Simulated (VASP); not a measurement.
Set up this calculation in VASP 6.6.1, as the native input.

| Property | Result |
| --- | --- |
| Task | single point |
| Functional | PBE |
| Dispersion | D3(BJ) |
| Potentials or basis | VASP PAW PBE potentials, release 64 (Cu) |
| Cutoff | 600 eV |
| k mesh | 20 × 20 × 20 |
| Occupations | gaussian, width 0.1 eV |
| Spin | no spin polarisation |
| Dipole correction | no |
| Further INCAR settings | ALGO = Normal; EDIFF = 1e-06; NBANDS = 12 |

The structure of Cu lies in POSCAR:

```
Cu
1.0
    0.0000000000      1.7265463659      1.7265463659
    1.7265463659      0.0000000000      1.7265463659
    1.7265463659      1.7265463659      0.0000000000
Cu
1
Direct
    0.0000000000      0.0000000000      0.0000000000
```

This cell differs from its parent crystal: volume scaled by 0.91.

The input as run:

INCAR

```
SYSTEM = Cu
ALGO     = Normal         ! electronic algorithm
EDIFF    = 1E-6           ! SCF threshold, eV
ENCUT    = 600            ! plane-wave cutoff, eV
GGA      = PE             ! functional
GGA_COMPAT= .FALSE.      
ISIF     = 2              ! what is computed and relaxed
ISMEAR   = 0              ! smearing method
IVDW     = 12             ! dispersion correction
LASPH    = .TRUE.         ! aspherical terms in the spheres
LCHARG   = .TRUE.         ! write CHGCAR
LELF     = .TRUE.         ! ELF
LREAL    = .FALSE.        ! projectors in reciprocal space
LVHAR    = .TRUE.       
LWAVE    = .FALSE.        ! write WAVECAR
NBANDS   = 12             ! bands
NELM     = 120            ! most SCF steps
PREC     = Accurate       ! precision mode
SIGMA    = 0.1            ! smearing width, eV
```

KPOINTS

```
k-points
0
G
  20 20 20
  0 0 0
```

Potentials or basis: VASP PAW PBE potentials, release 64 (Cu).

Launch:

```console
$ cat potpaw_PBE.64/Cu/POTCAR > POTCAR
$ mpirun -np 1 vasp_std > vasp.out
```

Results of the run:

```json
{
 "Pressure": "20.5 GPa",
 "Dispersion energy per atom": "-0.672 eV"
}
```

Caveat: pairwise dispersion overbinds metals, which lowers pressure and volume.

Run time: 20 s on 1 thread of Intel(R) Xeon(R) Platinum 8488C (Sapphire Rapids), on a shared host, peak memory 0.16 GiB.
